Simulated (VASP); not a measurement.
# Si: single point with LDA

Crystal: Si.

```xyz
2
Lattice="2.6656 0.0000 0.0000 -1.3328 2.3085 0.0000 0.0000 0.0000 4.6189" Properties=species:S:1:pos:R:3 pbc="T T T"
Si    0.0000    1.5390    1.1547
Si    1.3328    0.7695    3.4642
```

This cell differs from its parent crystal: strain +0.000 along x and y, +0.025 along z.

```yaml
Program: VASP 6.6.1
Task: single point
Functional: LDA
Potentials_or_basis: VASP PAW LDA potentials, release 64 (Si)
Cutoff: 520 eV
k_mesh: 24 × 24 × 10
Occupations: gaussian, width 0.15 eV
Spin: no spin polarisation
Dipole_correction: no
Further_INCAR_settings: ALGO = Normal; EDIFF = 1e-06; NBANDS = 11
```

* Pressure: -2.4 GPa
* Band gap on the k mesh: zero (band 4 reaches 19.55 eV, above the bottom of band 5 at 6.77 eV)

Stress tensor (GPa, compression positive):
```
-1.79  0.00  0.00
 0.00 -1.79  0.00
 0.00  0.00 -3.53
```

Levels at points of the mesh, in eV from the Fermi level:
```csv
k point,band 2,band 3,band 4,band 5,band 6,band 7
"(0.00, 0.00, 0.00)",-8.48,-7.25,9.18,9.18,9.78,10.44
"(0.50, 0.00, 0.00)",-7.59,-2.14,-1.74,-1.54,0.02,3.95
"(0.00, 0.00, 0.50)",-12.88,0.19,0.19,10.42,10.42,10.42
"(0.50, 0.00, 0.50)",-6.51,-5.97,-5.97,5.39,5.39,5.39
```

Run time: 26 s on 1 thread of Intel(R) Xeon(R) 6975P-C (Granite Rapids), on a shared host, peak memory 0.19 GiB.

Caveat: the cell differs from its parent crystal (strain +0.000 along x and y, +0.025 along z).
